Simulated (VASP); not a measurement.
# CaO (Fm-3m) in VASP: notebook

The runs below take CaO through single point, with PBE.

All numbers are computed with VASP 6.6.1; they aren't measurements. Logs are shortened: lines on timing, memory, paths and dates and some standing lists are left out, and cuts for length are marked.

## 1. The cell of the first run

Symmetry: Fm-3m, No. 225, cubic system. The conventional cell has a = 4.681 Å, b = 4.681 Å, c = 4.681 Å, α = 90.00°, β = 90.00°, γ = 90.00°. Ca (site symmetry m-3m) has 6 O at 2.34 Å within 3.1 Å. O (site symmetry m-3m) has 6 Ca at 2.34 Å within 3.1 Å.

## 2. Single point, PBE (12.82 Å³/atom)

Input file INCAR:

```
  PREC = Accurate
  ENCUT = 520
  EDIFF = 1E-6
  ISMEAR = 0
  SIGMA = 0.02
  LREAL = False
  LASPH = True
  NELM = 100
  ALGO = Normal
  ISIF = 2
  LWAVE = False
  LCHARG = False
  GGA = PE
  NBANDS = 15
```

Input file KPOINTS:

```
regular mesh
0
Gamma
  8 8 8
```

Input file POSCAR:

```
CaO
1.0
    0.0000000000      2.3403150886      2.3403150886
    2.3403150886      0.0000000000      2.3403150886
    2.3403150886      2.3403150886      0.0000000000
Ca O
1 1
Direct
    0.0000000000      0.0000000000      0.0000000000
    0.5000000000      0.5000000000      0.5000000000
```

Potentials or basis: VASP PAW PBE potentials, release 64 (Ca_sv, O).

On the command line:

```bash
$ cat potpaw_PBE.64/Ca_sv/POTCAR potpaw_PBE.64/O/POTCAR > POTCAR
$ mpirun -np 1 vasp_std > vasp.out
```

OUTCAR:

```text
PREC = Accurate
   ENCUT = 520
   EDIFF = 1E-6
   ISMEAR = 0
   LREAL = False
   LASPH = True
   NELM = 100
   ISIF = 2
   GGA = PE

 ion  position               nearest neighbor table
   1  0.000  0.000  0.000-   2 2.34   2 2.34   2 2.34   2 2.34   2 2.34   2 2.34
   2  0.500  0.500  0.500-   1 2.34   1 2.34   1 2.34   1 2.34   1 2.34   1 2.34

  LATTYP: Found a face centered cubic cell.
 ALAT       =     4.6806301772

  Lattice vectors:

 A1 = (   0.0000000000,   2.3403150886,   2.3403150886)
 A2 = (   2.3403150886,   0.0000000000,   2.3403150886)
 A3 = (   2.3403150886,   2.3403150886,   0.0000000000)

Analysis of symmetry for initial positions (statically):
=====================================================================
 Subroutine PRICEL returns:
 Original cell was already a primitive cell.

 Routine SETGRP: Setting up the symmetry group for a
 face centered cubic supercell.

 Subroutine GETGRP returns: Found 48 space group operations
 (whereof 48 operations were pure point group operations)
 out of a pool of 48 trial point group operations.

The static configuration has the point symmetry O_h .

Analysis of symmetry for dynamics (positions and initial velocities):
=====================================================================
 Subroutine PRICEL returns:
 Original cell was already a primitive cell.

 Routine SETGRP: Setting up the symmetry group for a
 face centered cubic supercell.

 Subroutine GETGRP returns: Found 48 space group operations
 (whereof 48 operations were pure point group operations)
 out of a pool of 48 trial point group operations.

The dynamic configuration has the point symmetry O_h .

 Subroutine INISYM returns: Found 48 space group operations
 (whereof 48 operations are pure point group operations),
 and found     1 'primitive' translations

----------------------------------------------------------------------------------------

                                     Primitive cell

  volume of cell :      25.6362

  direct lattice vectors                    reciprocal lattice vectors
     0.000000000  2.340315089  2.340315089    -0.213646445  0.213646445  0.213646445
     2.340315089  0.000000000  2.340315089     0.213646445 -0.213646445  0.213646445
     2.340315089  2.340315089  0.000000000     0.213646445  0.213646445 -0.213646445

  length of vectors
     3.309705339  3.309705339  3.309705339     0.370046498  0.370046498  0.370046498

  position of ions in fractional coordinates (direct lattice)
     0.000000000  0.000000000  0.000000000
     0.500000000  0.500000000  0.500000000

  ion indices of the primitive-cell ions
   primitive index   ion index
                 1           1
                 2           2

----------------------------------------------------------------------------------------

 KPOINTS: regular mesh

Automatic generation of k-mesh.
 Grid dimensions read from file:
 generate k-points for:    8    8    8

 Generating k-lattice:

  Cartesian coordinates                     Fractional coordinates (reciprocal lattice)
    -0.026705806  0.026705806  0.026705806     0.125000000  0.000000000  0.000000000
     0.026705806 -0.026705806  0.026705806     0.000000000  0.125000000  0.000000000
     0.026705806  0.026705806 -0.026705806     0.000000000  0.000000000  0.125000000

  Length of vectors
     0.046255812  0.046255812  0.046255812

  Shift w.r.t. Gamma in fractional coordinates (k-lattice)
     0.000000000  0.000000000  0.000000000

 Subroutine IBZKPT returns following result:
 ===========================================

 Found     29 irreducible k-points:

 Following reciprocal coordinates:
            Coordinates               Weight
  0.000000  0.000000  0.000000      1.000000
  0.125000  0.000000  0.000000      8.000000
  0.250000  0.000000  0.000000      8.000000
  0.375000  0.000000  0.000000      8.000000
  0.500000  0.000000  0.000000      4.000000
  0.125000  0.125000  0.000000      6.000000
[... 16 lines left out ...]
  0.500000  0.250000  0.125000     48.000000
 -0.375000  0.250000  0.125000     24.000000
 [... further k-points ...]
   k-points           NKPTS =     29   k-points in BZ     NKDIM =     29   number of bands    NBANDS=     15
   number of dos      NEDOS =    301   number of ions     NIONS =      2
   total plane-waves  NPLWV =  21952
   dimension x,y,z NGX =    28 NGY =   28 NGZ =   28
   dimension x,y,z NGXF=    56 NGYF=   56 NGZF=   56
   ions per type =               1   1
   NGX,Y,Z   is equivalent  to a cutoff of  14.06, 14.06, 14.06 a.u.
   NGXF,Y,Z  is equivalent  to a cutoff of  28.13, 28.13, 28.13 a.u.
 SYSTEM =  unknown system
   PREC   = accura    normal or accurate (medium, high low for compatibility)
   ISTART =      0    job   : 0-new  1-cont  2-samecut
   ICHARG =      2    charge: 1-file 2-atom 10-const
   ISPIN  =      1    spin polarized calculation?
   LNONCOLLINEAR =      F non collinear calculations
   LSORBIT =      F    spin-orbit coupling
   LASPH  =      T    aspherical Exc in radial PAW
   ENCUT  =  520.0 eV  38.22 Ry    6.18 a.u.   6.15  6.15  6.15*2*pi/ulx,y,z
   NELM   =    100;   NELMIN=  2; NELMDL= -5     # of ELM steps
   EDIFF  = 0.1E-05   stopping-criterion for ELM
   LREAL  =      F    real-space projection
   EDIFFG = 0.1E-04   stopping-criterion for IOM
   NSW    =      0    number of steps for IOM
   IBRION =     -1    ionic relax: 0-MD 1-quasi-New 2-CG
   NFREE  =      0    steps in history (QN), initial steepest desc. (CG)
   ISIF   =      2    stress and relaxation
   ISYM   =      2    0-nonsym 1-usesym 2-fastsym
   POTIM  = 0.5000    time-step for ionic-motion
   TEBEG  =    0.0;   TEEND  =   0.0 temperature during run
   PSTRESS=    0.0 pullay stress
   NELECT =      16.0000    total number of electrons
   NUPDOWN=      -1.0000    fix difference up-down
   EMIN   =  10.00;   EMAX   =-10.00  energy-range for DOS
   EFERMI =   0.00;   METHOD = LEGACY
   ISMEAR =     0;   SIGMA  =   0.02  broadening in eV -4-tet -1-fermi 0-gaus
   EFERMI_NEDOS =   21; number of points for ismear=-14 and -15
   IALGO  =     38    algorithm
   IMIX   =      4    mixing-type and parameters
     AMIX     =   0.40;   BMIX     =  1.00
     AMIX_MAG =   1.60;   BMIX_MAG =  1.00
  volume/ion in A,a.u.               =      12.82        86.50
  Fermi-wavevector in a.u.,A,eV,Ry     =   1.399041  2.643804 26.630903  1.957316
  Thomas-Fermi vector in A             =   2.522140
   LORBIT       =      0    0 simple, 1 ext, 2 COOP (PROOUT), +10 PAW based schemes
   GGA     = PE    functional components
   LHFCALC =     F    Hartree Fock is set to
   AEXX    =    0.0000 exact exchange contribution
   IVDW    =     0    specifies the selected vdW correction
   LEPSILON=     F    determine dielectric tensor
   LRPA    =     F    only Hartree local field effects (RPA)
 non-spin polarized calculation
 Gauss-broadening in eV      SIGMA  =   0.02
  energy-cutoff  :      520.00
  volume of cell :       25.64
 maximum number of plane-waves:       701
 NGX is ok and might be reduce to    28
   NGX = 13   NGY = 13   NGZ = 13

 number of electron      16.0000000 magnetization

 Free energy of the ion-electron system (eV)
  ---------------------------------------------------
  ext. energy  EPLUGINS =         0.00000000
  ---------------------------------------------------
  free energy    TOTEN  =       -12.70177682 eV

  energy without entropy =      -12.70177682  energy(sigma->0) =      -12.70177682

 E-fermi :   2.9115     XC(G=0): -10.8700

 val. band max:        2.8228510311   @ k =   0.0000   0.0000   0.0000
 cond. band min:       6.4186362113   @ k =   0.5000   0.5000   0.0000
 fundamental gap:      3.5957851802
 Fermi energy:         2.9115179887

 k-point     1 :       0.0000    0.0000    0.0000
  band No.  band energies     occupation
      1     -34.5029      2.00000
      2     -15.1982      2.00000
      3     -15.1982      2.00000
      4     -15.1982      2.00000
      5     -12.8664      2.00000
      6       2.8229      2.00000
      7       2.8229      2.00000
      8       2.8229      2.00000
      9       8.2131      0.00000
     10       9.2341      0.00000
     11       9.2341      0.00000
     12       9.2341      0.00000
     13      10.8819      0.00000
     14      10.8819      0.00000
     15      18.3942      0.00000

 k-point     2 :       0.1250    0.0000    0.0000
  band No.  band energies     occupation
      1     -34.4817      2.00000
      2     -15.5170      2.00000
      3     -15.2079      2.00000
      4     -15.2079      2.00000
      5     -12.5419      2.00000
      6       2.2633      2.00000
      7       2.5793      2.00000
      8       2.5793      2.00000
      9       8.9015      0.00000
     10       9.2111      0.00000
     11       9.5262      0.00000
     12       9.5262      0.00000
     13      11.3024      0.00000
     14      11.3024      0.00000
     15      19.0651      0.00000

 k-point     3 :       0.2500    0.0000    0.0000
  band No.  band energies     occupation
      1     -34.4300      2.00000
      2     -16.0947      2.00000
      3     -15.2311      2.00000
      4     -15.2311      2.00000
      5     -11.9485      2.00000
      6       1.1928      2.00000
      7       2.0634      2.00000
      8       2.0634      2.00000
      9       9.3150      0.00000
     10      10.2944      0.00000
     11      10.2944      0.00000
     12      10.4027      0.00000
     13      12.3062      0.00000
     14      12.3062      0.00000
     15      19.6100      0.00000
[... 343 lines left out ...]
 k-point    23 :       0.5000    0.2500    0.1250
  band No.  band energies     occupation
      1     -34.3510      2.00000
      2     -16.3365      2.00000
      3     -15.4906      2.00000
      4     -15.3266      2.00000
      5     -11.7424      2.00000
      6       0.6969      2.00000
      7       1.6290      2.00000
      8       1.9316      2.00000
      9       8.8960      0.00000
     10      10.7851      0.00000
     11      11.7242      0.00000
     12      11.9391      0.00000
     13      13.3716      0.00000
     14      14.6984      0.00000
     15      18.6330      0.00000

 k-point    24 :      -0.3750    0.2500    0.1250
  band No.  band energies     occupation
      1     -34.3337      2.00000
      2     -16.4149      2.00000
      3     -15.5096      2.00000
      4     -15.3606      2.00000
      5     -11.6795      2.00000
      6       0.6458      2.00000
      7       1.6175      2.00000
      8       1.6494      2.00000
      9       9.8837      0.00000
     10       9.9676      0.00000
     11      12.0481      0.00000
     12      12.3822      0.00000
     13      13.6797      0.00000
     14      15.5356      0.00000
     15      17.7363      0.00000

 [... further k-points ...]

------------------------ aborting loop because EDIFF is reached ----------------------------------------

  FORCE on cell =-STRESS in cart. coord.  units (eV):
  Direction    XX          YY          ZZ          XY          YZ          ZX
  --------------------------------------------------------------------------------------
  -------------------------------------------------------------------------------------
  Total        2.1009258      2.1009258      2.1009258     -0.0000000     -0.0000000      0.0000000
  in kB      131.3010802    131.3010802    131.3010802     -0.0000000     -0.0000000      0.0000000
  external PRESSURE =     131.3010802 kB  Pullay stress =       0.0000000 kB

 VOLUME and BASIS-vectors are now :
 -----------------------------------------------------------------------------
  energy-cutoff  :      520.00
  volume of cell :       25.64
      direct lattice vectors                 reciprocal lattice vectors
     0.000000000  2.340315089  2.340315089    -0.213646445  0.213646445  0.213646445
     2.340315089  0.000000000  2.340315089     0.213646445 -0.213646445  0.213646445
     2.340315089  2.340315089  0.000000000     0.213646445  0.213646445 -0.213646445

 POSITION                                       TOTAL-FORCE (eV/Angst)
 -----------------------------------------------------------------------------------
      0.00000      0.00000      0.00000        -0.000000     -0.000000     -0.000000
      2.34032      2.34032      2.34032         0.000000      0.000000      0.000000
 -----------------------------------------------------------------------------------
    total drift:                                0.000000      0.000000      0.000000

  FREE ENERGIE OF THE ION-ELECTRON SYSTEM (eV)
  ---------------------------------------------------
  free  energy   TOTEN  =       -12.7017768234 eV

  energy  without entropy=      -12.7017768234  energy(sigma->0) =      -12.70177682
```

It took 28 s on 1 thread of Intel Xeon 8259CL, shared host; peak memory 0.16 GiB.

What came out:

| Item | Value |
| --- | --- |
| Free energy | -12.7018 eV |
| Pressure | 13.1 GPa |
| Band gap on the k mesh | 3.60 eV (least direct gap 3.95 eV) |

Caveat: the cell stands under pressure.

## 3. Single point, PBE (14.51 Å³/atom)

This run uses another cell than the first one, of 14.51 Å³/atom.

Input file INCAR:

```
SYSTEM = CaO
PREC = Accurate
ENCUT = 520
EDIFF = 1E-6
ISMEAR = 0
SIGMA = 0.02
LREAL = .FALSE.
LASPH = .TRUE.
NELM = 100
ALGO = Normal
ISIF = 2
LWAVE = .FALSE.
LCHARG = .FALSE.
GGA = PE
NBANDS = 15
```

Input file KPOINTS:

```
regular mesh
0
G
  8 8 8
  0 0 0
```

Input file POSCAR:

```
CaO
1.0
    0.0000000000      2.4389689799      2.4389689799
    2.4389689799      0.0000000000      2.4389689799
    2.4389689799      2.4389689799      0.0000000000
Ca O
1 1
Direct
    0.0000000000      0.0000000000      0.0000000000
    0.5000000000      0.5000000000      0.5000000000
```

Potentials or basis: VASP PAW PBE potentials, release 64 (Ca_sv, O).

On the command line:

```bash
$ cat potpaw_PBE.64/Ca_sv/POTCAR potpaw_PBE.64/O/POTCAR > POTCAR
$ mpirun -np 1 vasp_std > vasp.out
```

OUTCAR:

```text
SYSTEM = CaO
   PREC = Accurate
   ENCUT = 520
   EDIFF = 1E-6
   ISMEAR = 0
   LREAL = .FALSE.
   LASPH = .TRUE.
   NELM = 100
   ISIF = 2
   GGA = PE

 ion  position               nearest neighbor table
   1  0.000  0.000  0.000-   2 2.44   2 2.44   2 2.44   2 2.44   2 2.44   2 2.44
   2  0.500  0.500  0.500-   1 2.44   1 2.44   1 2.44   1 2.44   1 2.44   1 2.44

  LATTYP: Found a face centered cubic cell.
 ALAT       =     4.8779379598

  Lattice vectors:

 A1 = (   0.0000000000,   2.4389689799,   2.4389689799)
 A2 = (   2.4389689799,   0.0000000000,   2.4389689799)
[... 619 lines left out ...]

  FORCE on cell =-STRESS in cart. coord.  units (eV):
  Direction    XX          YY          ZZ          XY          YZ          ZX
  --------------------------------------------------------------------------------------
  -------------------------------------------------------------------------------------
  Total       -0.4381362     -0.4381362     -0.4381362     -0.0000000     -0.0000000      0.0000000
  in kB      -24.1919509    -24.1919509    -24.1919509     -0.0000000     -0.0000000      0.0000000
  external PRESSURE =     -24.1919509 kB  Pullay stress =       0.0000000 kB

 VOLUME and BASIS-vectors are now :
 -----------------------------------------------------------------------------
  energy-cutoff  :      520.00
  volume of cell :       29.02
      direct lattice vectors                 reciprocal lattice vectors
     0.000000000  2.438968980  2.438968980    -0.205004657  0.205004657  0.205004657
     2.438968980  0.000000000  2.438968980     0.205004657 -0.205004657  0.205004657
     2.438968980  2.438968980  0.000000000     0.205004657  0.205004657 -0.205004657

 POSITION                                       TOTAL-FORCE (eV/Angst)
 -----------------------------------------------------------------------------------
      0.00000      0.00000      0.00000        -0.000000      0.000000     -0.000000
      2.43897      2.43897      2.43897         0.000000     -0.000000      0.000000
 -----------------------------------------------------------------------------------
    total drift:                                0.000000      0.000000      0.000000

  FREE ENERGIE OF THE ION-ELECTRON SYSTEM (eV)
  ---------------------------------------------------
  free  energy   TOTEN  =       -12.8012084674 eV

  energy  without entropy=      -12.8012084674  energy(sigma->0) =      -12.80120847
```

It took 23 s on 1 thread of Intel Xeon 8259CL, shared host; peak memory 0.16 GiB.

Results:

```
Free energy            : -12.8012 eV
Pressure               : -2.4 GPa
Band gap on the k mesh : 3.64 eV (least direct gap 4.02 eV)
```

A k mesh can miss the band edges. A hybrid or GW would open this gap; PBE tends to underestimate it.
